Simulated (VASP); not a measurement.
# Y (P6_3/mmc) in VASP: notebook

Runs on Y. Level: PBE. Tasks: single point.

Everything below comes from runs of VASP 6.6.1. Logs are shortened: lines on timing, memory, paths and dates and some standing lists are left out, and cuts for length are marked.

## 1. The cell of the first run

The structure is hexagonal, space group P6_3/mmc (No. 194). The conventional cell has a = 3.647 Å, b = 3.647 Å, c = 5.731 Å, α = 90.00°, β = 90.00°, γ = 120.00°. Within 4.7 Å of Y (site symmetry -6m2) lie 12 Y at 3.56 to 3.65 Å.

## 2. Single point, PBE

Contents of INCAR:

```
PREC = Accurate ; ENCUT = 520
EDIFF = 1E-7 ; ISMEAR = -1
SIGMA = 0.05 ; LREAL = F
LASPH = T ; NELM = 80
ALGO = Normal ; ISIF = 2
LWAVE = F ; LCHARG = T
GGA = PE ; LELF = T
LVHAR = T ; NBANDS = 18
```

Contents of KPOINTS:

```
regular mesh
0
Gamma
  8 8 5
```

Contents of POSCAR:

```
Y
1.0
    3.6474000000      0.0000000000      0.0000000000
   -1.8237000000      3.1587410578      0.0000000000
    0.0000000000      0.0000000000      5.7306000000
Y
2
Direct
    0.6666666667      0.3333333333      0.7500000000
    0.3333333333      0.6666666667      0.2500000000
```

Potentials or basis: VASP PAW PBE potentials, release 64 (Y_sv).

On the command line:

```console
> cat potpaw_PBE.64/Y_sv/POTCAR > POTCAR
> mpirun -np 1 vasp_std > vasp.out
```

OUTCAR:

```text
PREC = Accurate
   ENCUT = 520
   EDIFF = 1E-7
   ISMEAR = -1
   LREAL = F
   LASPH = T
   NELM = 80
   ISIF = 2
   GGA = PE

 ion  position               nearest neighbor table
   1  0.667  0.333  0.750-   2 3.56   2 3.56   2 3.56   2 3.56   2 3.56   2 3.56
   2  0.333  0.667  0.250-   1 3.56   1 3.56   1 3.56   1 3.56   1 3.56   1 3.56

  LATTYP: Found a hexagonal cell.
 ALAT       =     3.6474000000
 C/A-ratio  =     1.5711465702

  Lattice vectors:

 A1 = (   3.6474000000,   0.0000000000,   0.0000000000)
 A2 = (  -1.8237000000,   3.1587410578,   0.0000000000)
 A3 = (   0.0000000000,   0.0000000000,   5.7306000000)

Analysis of symmetry for initial positions (statically):
=====================================================================
 Subroutine PRICEL returns:
 Original cell was already a primitive cell.

 Routine SETGRP: Setting up the symmetry group for a
 hexagonal supercell.

 Subroutine GETGRP returns: Found 24 space group operations
 (whereof 12 operations were pure point group operations)
 out of a pool of 24 trial point group operations.

The static configuration has the point symmetry D_3d.
 The point group associated with its full space group is D_6h.

Analysis of symmetry for dynamics (positions and initial velocities):
=====================================================================
 Subroutine PRICEL returns:
 Original cell was already a primitive cell.

 Routine SETGRP: Setting up the symmetry group for a
 hexagonal supercell.

 Subroutine GETGRP returns: Found 24 space group operations
 (whereof 12 operations were pure point group operations)
 out of a pool of 24 trial point group operations.

The dynamic configuration has the point symmetry D_3d.
 The point group associated with its full space group is D_6h.

 Subroutine INISYM returns: Found 24 space group operations
 (whereof 12 operations are pure point group operations),
 and found     1 'primitive' translations

----------------------------------------------------------------------------------------

                                     Primitive cell

  volume of cell :      66.0233

[... 71 lines left out ...]
   number of dos      NEDOS =    301   number of ions     NIONS =      2
   total plane-waves  NPLWV =  37632
   dimension x,y,z NGX =    28 NGY =   28 NGZ =   48
   dimension x,y,z NGXF=    56 NGYF=   56 NGZF=   96
   ions per type =               2
   NGX,Y,Z   is equivalent  to a cutoff of  12.76, 12.76, 13.92 a.u.
   NGXF,Y,Z  is equivalent  to a cutoff of  25.52, 25.52, 27.85 a.u.
 SYSTEM =  unknown system
   PREC   = accura    normal or accurate (medium, high low for compatibility)
   ISTART =      0    job   : 0-new  1-cont  2-samecut
   ICHARG =      2    charge: 1-file 2-atom 10-const
   ISPIN  =      1    spin polarized calculation?
   LNONCOLLINEAR =      F non collinear calculations
   LSORBIT =      F    spin-orbit coupling
   LASPH  =      T    aspherical Exc in radial PAW
   ENCUT  =  520.0 eV  38.22 Ry    6.18 a.u.   6.78  6.78 10.66*2*pi/ulx,y,z
   NELM   =     80;   NELMIN=  2; NELMDL= -5     # of ELM steps
   EDIFF  = 0.1E-06   stopping-criterion for ELM
   LREAL  =      F    real-space projection
   EDIFFG = 0.1E-05   stopping-criterion for IOM
   NSW    =      0    number of steps for IOM
   IBRION =     -1    ionic relax: 0-MD 1-quasi-New 2-CG
   NFREE  =      0    steps in history (QN), initial steepest desc. (CG)
   ISIF   =      2    stress and relaxation
   ISYM   =      2    0-nonsym 1-usesym 2-fastsym
   POTIM  = 0.5000    time-step for ionic-motion
   TEBEG  =    0.0;   TEEND  =   0.0 temperature during run
   PSTRESS=    0.0 pullay stress
   NELECT =      22.0000    total number of electrons
   NUPDOWN=      -1.0000    fix difference up-down
   EMIN   =  10.00;   EMAX   =-10.00  energy-range for DOS
   EFERMI =   0.00;   METHOD = LEGACY
   ISMEAR =    -1;   SIGMA  =   0.05  broadening in eV -4-tet -1-fermi 0-gaus
   EFERMI_NEDOS =   21; number of points for ismear=-14 and -15
   IALGO  =     38    algorithm
   IMIX   =      4    mixing-type and parameters
     AMIX     =   0.40;   BMIX     =  1.00
     AMIX_MAG =   1.60;   BMIX_MAG =  1.00
  volume/ion in A,a.u.               =      33.01       222.77
  Fermi-wavevector in a.u.,A,eV,Ry     =   1.134967  2.144777 17.526345  1.288150
  Thomas-Fermi vector in A             =   2.271671
   LORBIT       =      0    0 simple, 1 ext, 2 COOP (PROOUT), +10 PAW based schemes
   GGA     = PE    functional components
[... 5 lines left out ...]
 non-spin polarized calculation
  energy-cutoff  :      520.00
  volume of cell :       66.02
 maximum number of plane-waves:      1791
 NGX is ok and might be reduce to    28
   NGX = 13   NGY = 13   NGZ = 21

 number of electron      22.0000001 magnetization

 Free energy of the ion-electron system (eV)
  ---------------------------------------------------
  ext. energy  EPLUGINS =         0.00000000
  ---------------------------------------------------
  free energy    TOTEN  =       -12.87285640 eV

  energy without entropy =      -12.83252640  energy(sigma->0) =      -12.85269140

 E-fermi :   2.9662     XC(G=0):  -9.4074

 val. band max:        2.9655468674   @ k =   0.2500   0.1250   0.0000
 cond. band min:       3.0071354648   @ k =   0.3750  -0.0000   0.0000
 fundamental gap:      0.0415885974
 Fermi energy:         2.9661574720

 k-point     1 :       0.0000    0.0000    0.0000
  band No.  band energies     occupation
      1     -39.7243      2.00000
      2     -39.6531      2.00000
      3     -19.9908      2.00000
      4     -19.5258      2.00000
      5     -19.5258      2.00000
      6     -19.4387      2.00000
[... 481 lines left out ...]
      5     -19.5965      2.00000
      6     -19.5772      2.00000
[... 10 lines left out ...]
     17       7.4342      0.00000
     18       7.5651      0.00000

 [... further k-points ...]
[... 5 lines left out ...]
  --------------------------------------------------------------------------------------
  -------------------------------------------------------------------------------------
  Total       -0.0392233     -0.0392233     -0.2101028      0.0000000      0.0000000      0.0000000
  in kB       -0.9518252     -0.9518252     -5.0985286      0.0000000      0.0000000      0.0000000
  external PRESSURE =      -2.3340597 kB  Pullay stress =       0.0000000 kB

 VOLUME and BASIS-vectors are now :
 -----------------------------------------------------------------------------
  energy-cutoff  :      520.00
  volume of cell :       66.02
      direct lattice vectors                 reciprocal lattice vectors
     3.647400000  0.000000000  0.000000000     0.274167900  0.158290911  0.000000000
    -1.823700000  3.158741058  0.000000000     0.000000000  0.316581822  0.000000000
     0.000000000  0.000000000  5.730600000     0.000000000  0.000000000  0.174501797

 POSITION                                       TOTAL-FORCE (eV/Angst)
 -----------------------------------------------------------------------------------
      1.82370      1.05291      4.29795         0.000000      0.000000      0.000000
     -0.00000      2.10583      1.43265        -0.000000      0.000000      0.000000
 -----------------------------------------------------------------------------------
    total drift:                               -0.000000      0.000000     -0.000000

  FREE ENERGIE OF THE ION-ELECTRON SYSTEM (eV)
  ---------------------------------------------------
  free  energy   TOTEN  =       -12.8728564036 eV

  energy  without entropy=      -12.8325264001  energy(sigma->0) =      -12.85269140
```

It took 59 s on 1 thread of Intel Xeon Platinum 8259CL at 2.50GHz (Skylake/Cascade Lake), shared host; peak memory 0.21 GiB.

What came out:

* Free energy: -12.8729 eV
* Pressure: -0.2 GPa
* Band gap on the k mesh: zero (band 11 reaches 3.84 eV, above the bottom of band 12 at 2.53 eV)

Stress tensor (GPa, compression positive):
```
-0.10  0.00  0.00
 0.00 -0.10  0.00
 0.00  0.00 -0.51
```

## 3. Single point, PBE (volume scaled by 1.02)

Contents of INCAR:

```
SYSTEM = Y
ALGO     = Fast           ! electronic algorithm
EDIFF    = 1E-6           ! SCF threshold, eV
ENCUT    = 520            ! plane-wave cutoff, eV
GGA      = PE             ! functional
ISIF     = 2              ! what is computed and relaxed
ISMEAR   = -1             ! smearing method
LASPH    = .TRUE.         ! aspherical terms in the spheres
LCHARG   = .TRUE.         ! write CHGCAR
LELF     = .TRUE.         ! ELF
LREAL    = .FALSE.        ! projectors in reciprocal space
LVHAR    = .TRUE.       
LWAVE    = .FALSE.        ! write WAVECAR
NBANDS   = 18             ! bands
NELM     = 100            ! most SCF steps
PREC     = Accurate       ! precision mode
SIGMA    = 0.05           ! smearing width, eV
```

Contents of KPOINTS:

```
k-points
0
G
  8 8 5
  0 0 0
```

Contents of POSCAR:

```
Y
1.0
    3.6715556708      0.0000000000      0.0000000000
   -1.8357778354      3.1796604824      0.0000000000
    0.0000000000      0.0000000000      5.7685520994
Y
2
Direct
    0.6666666667      0.3333333333      0.7500000000
    0.3333333333      0.6666666667      0.2500000000
```

Potentials or basis: VASP PAW PBE potentials, release 64 (Y_sv).

On the command line:

```console
> cat potpaw_PBE.64/Y_sv/POTCAR > POTCAR
> mpirun -np 1 vasp_std > vasp.out
```

Run time: 80 s. Hardware: 1 thread of Intel Xeon Platinum 8259CL at 2.50GHz (Skylake/Cascade Lake), shared host; peak memory 0.21 GiB.

The run converged. Its results:

- Free energy: -12.8678 eV
- Pressure: -1.0 GPa
- Band gap on the k mesh: zero (band 11 reaches 3.69 eV, above the bottom of band 12 at 2.42 eV)

Stress tensor (GPa, compression positive):
```
-0.85  0.00  0.00
 0.00 -0.85  0.00
 0.00  0.00 -1.27
```

Levels at points of the mesh, in eV from the Fermi level:
| k point | band 9 | band 10 | band 11 | band 12 | band 13 | band 14 |
| --- | --- | --- | --- | --- | --- | --- |
| (0.00, 0.00, 0.00) | -4.64 | -1.82 | 0.81 | 1.74 | 1.74 | 2.02 |
| (0.50, 0.00, 0.00) | -1.65 | -1.13 | -0.77 | -0.13 | 1.36 | 1.47 |
